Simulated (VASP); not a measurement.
A run of VASP 6.6.1:

INCAR

```
PREC = Accurate
ENCUT = 600
EDIFF = 1E-6
ISMEAR = 0
SIGMA = 0.1
LREAL = F
LASPH = T
NELM = 60
ALGO = Normal
ISIF = 4
LWAVE = F
LCHARG = F
GGA = PS
IVDW = 12
IBRION = 2
NSW = 50
EDIFFG = -0.01
```

KPOINTS

```
Automatic mesh
0
Gamma
  12 12 10
```

File POSCAR:

```
SnO
1.0
    3.7325372471      0.0000000000      0.0000000000
    0.0000000000      3.7325372471      0.0000000000
    0.0000000000      0.0000000000      4.5168034702
Sn O
2 2
Direct
    0.5000000000      0.0000000000      0.2532510023
    0.0000000000      0.5000000000      0.7467489977
    0.0000000000      0.0000000000      0.0000000000
    0.5000000000      0.5000000000      0.0000000000
```

Potentials or basis: VASP PAW PBE potentials, release 64 (Sn_d, O).

Run with:

```sh
$ cat potpaw_PBE.64/Sn_d/POTCAR potpaw_PBE.64/O/POTCAR > POTCAR
$ mpirun -np 1 vasp_std > vasp.out
```

Hardware: 1 thread of AMD EPYC 9R45 96-Core Processor (Zen 5), on a shared host.

**Question.** Estimate the wall time of this run.

**Answer.** Run time: 4.6 min on 1 thread of AMD EPYC 9R45 96-Core Processor (Zen 5), on a shared host, peak memory 0.36 GiB. Counts: scf iterations 37, k points 168, ion steps 5.
